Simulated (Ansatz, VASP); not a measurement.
One calculation of CdS, two programs

```
Cd S
1.0
     0.00000    2.96320    2.96320
     2.96320    0.00000    2.96320
     2.96320    2.96320    0.00000
Cd S
1 1
Direct
  0.00000 0.00000 0.00000
  0.25000 0.25000 0.25000
```

Alike in both runs: functional PBE; k mesh 6 × 6 × 6; no spin polarisation.

Ansatz relaxed the structure, and its values are those at the end. VASP's run is a single point on that final structure, the one shown.

|  | VASP | Ansatz |
| --- | --- | --- |
| version | VASP 6.6.1 | Ansatz 0.2.0 |
| potentials or method | VASP PAW PBE potentials, release 64 (Cd, S), cutoff 520 eV | plane waves, PAW |
| occupations | gaussian, width 0.01 eV | fixed |
| valence electrons in the cell | 18 | 26 |

```tsv
	VASP	Ansatz	Ansatz less VASP
pressure (GPa)	0.3	0.0	-0.29
```

VASP's potentials hold 18 valence electrons a cell and Ansatz's 26, so a difference there can come from the potentials and not from the codes.
